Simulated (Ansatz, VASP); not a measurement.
**One calculation of Al3GaAs4, two programs**

The input INCAR:

```
PREC = Accurate
ENCUT = 520
EDIFF = 1E-6
ISMEAR = -1
SIGMA = 0.02
LREAL = False
LASPH = True
NELM = 150
ALGO = Normal
ISIF = 2
LWAVE = False
LCHARG = True
LNONCOLLINEAR = True
MAGMOM = 0 0 0 0 0 0 0 0 0 0 0 0 0 0 0 0 0 0 0 0 0 0 0 0
LORBIT = 11
LSORBIT = True
GGA_COMPAT = False
LORBMOM = True
GGA = PE
LVHAR = True
NBANDS = 60
```

Contents of KPOINTS:

```
Automatic mesh
0
Gamma
  4 4 4
```

File POSCAR:

```
Al3GaAs4
1.0
    5.6759483793      0.0000000000      0.0000000000
    0.0000000000      5.6759483793      0.0000000000
    0.0000000000      0.0000000000      5.6759483793
Al As Ga
3 4 1
Direct
    0.5000000000      0.0000000000      0.0000000000
    0.0000000000      0.5000000000      0.0000000000
    0.0000000000      0.0000000000      0.5000000000
    0.7504170745      0.2495829255      0.2495829255
    0.2495829255      0.7504170745      0.2495829255
    0.2495829255      0.2495829255      0.7504170745
    0.7504170745      0.7504170745      0.7504170745
    0.5000000000      0.5000000000      0.5000000000
```

Input for Ansatz:

```yaml
crystal:
  lattice:
    - [5.6759483793, 0.0, 0.0]
    - [0.0, 5.6759483793, 0.0]
    - [0.0, 0.0, 5.6759483793]
  atoms:
    - { symbol: Al, position: [0.5, 0.0, 0.0] }
    - { symbol: As, position: [0.7504170745, 0.2495829255, 0.2495829255] }
    - { symbol: Al, position: [0.0, 0.5, 0.0] }
    - { symbol: As, position: [0.2495829255, 0.7504170745, 0.2495829255] }
    - { symbol: Al, position: [0.0, 0.0, 0.5] }
    - { symbol: As, position: [0.2495829255, 0.2495829255, 0.7504170745] }
    - { symbol: Ga, position: [0.5, 0.5, 0.5] }
    - { symbol: As, position: [0.7504170745, 0.7504170745, 0.7504170745] }
kpoints:
  mp_grid: { grid: [4, 4, 4] }
  band_path:
    path: [[0.0, 0.0, 0.0], [0.0, 0.5, 0.0], [0.5, 0.5, 0.0], [0.5, 0.5, 0.5]]
    npoints: 1
hamiltonian:
  xc: pbe
scf:
  occupations: { method: fermi_dirac, width: 0.02 }
  n_extra_bands: 12
magnetization:
  noncollinear: true
  spin_orbit: true
output:
  forces: true
  stress: true
  eigenvalues: true
  write_density: true
  write_potential: true
  elf: true
  volumetric_format: npy
```

Alike in both runs: task single point; functional PBE; k mesh 4 × 4 × 4; occupations fermi-dirac, width 0.02 eV; non-collinear spin, spin-orbit coupling.

```csv
,VASP,Ansatz
version,VASP 6.6.1,Ansatz 0.2.0
potentials or method,"VASP PAW PBE potentials, release 64 (Al, As, Ga_d)","plane waves, PAW"
plane-wave cutoff (eV),520,420
valence electrons in the cell,42,82
```

|  | VASP | Ansatz | Ansatz less VASP |
| --- | --- | --- | --- |
| pressure (GPa) | 2.3 | 2.1 | -0.19 |
| rms of the force components (eV/Å) | 0.021 | 0.020 | -0.0011 |

The functional is the same, so the differences come from potentials, cutoffs and numerics. VASP's potentials hold 42 valence electrons a cell and Ansatz's 82, so a difference there can come from the potentials and not from the codes.
